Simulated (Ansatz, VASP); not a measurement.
GaSb: VASP beside Ansatz

Contents of INCAR:

```
PREC     = Accurate       # precision mode
ENCUT    = 520            # plane-wave cutoff, eV
EDIFF    = 1E-7           # SCF threshold, eV
ISMEAR   = -1             # smearing method
SIGMA    = 0.05           # smearing width, eV
LREAL    = False          # projectors in reciprocal space
LASPH    = True           # aspherical terms in the spheres
NELM     = 60             # most SCF steps
ALGO     = Normal         # electronic algorithm
ISIF     = 2              # what is computed and relaxed
LWAVE    = False          # write WAVECAR
LCHARG   = True           # write CHGCAR
LELF     = True           # ELF
LVHAR    = True         
NBANDS   = 16             # bands
```

Contents of KPOINTS:

```
regular mesh
0
Gamma
  10 10 10
```

File POSCAR:

```
GaSb
1.0
   -1.5454583968      2.6570494188      2.8738942068
    1.5454583968     -2.6570494188      2.8738942068
    1.5454583968      2.6570494188     -2.8738942068
Sb Ga
1 1
Direct
    0.5000000000      0.5000000000      0.0000000000
    0.0000000000      0.0000000000      0.0000000000
```

Contents of input.yaml:

```yaml
crystal:
  lattice:
    - [-1.5454583968, 2.6570494188, 2.8738942068]
    - [1.5454583968, -2.6570494188, 2.8738942068]
    - [1.5454583968, 2.6570494188, -2.8738942068]
  atoms:
    - { symbol: Sb, position: [0.5, 0.5, 0.0] }
    - { symbol: Ga, position: [0.0, 0.0, 0.0] }
hamiltonian:
  xc: lda
  pseudopotentials: { kind: paw }
kpoints:
  mp_grid: { grid: [10, 10, 10] }
scf:
  occupations: { method: fermi_dirac, width: 0.05 }
output:
  forces: true
  stress: true
  eigenvalues: true
```

Alike in both runs: task single point; functional LDA; k mesh 10 × 10 × 10; occupations fermi-dirac, width 0.05 eV; no spin polarisation.

```csv
,VASP,Ansatz
version,VASP 6.6.1,Ansatz 0.2.0
potentials or method,"VASP PAW LDA potentials, release 64 (Sb, Ga_d)",Ansatz PAW
plane-wave cutoff (eV),520,420
valence electrons in the cell,18,28
```

```csv
,VASP,Ansatz,Ansatz less VASP
gap on the k mesh at the Fermi level (eV),none,none,-
pressure (GPa),-3.4,-3.6,-0.14
"traceless stress, the component that is largest in VASP (GPa)",1.17,1.15,-0.019
```

LDA's correlation is that of Perdew and Zunger in VASP and of Perdew and Wang (1992) in Ansatz. A gap of «none» marks a metal or a gap that the smearing closes. VASP's potentials hold 18 valence electrons a cell and Ansatz's 28, so a difference there can come from the potentials and not from the codes.

Spin-orbit coupling is off throughout.
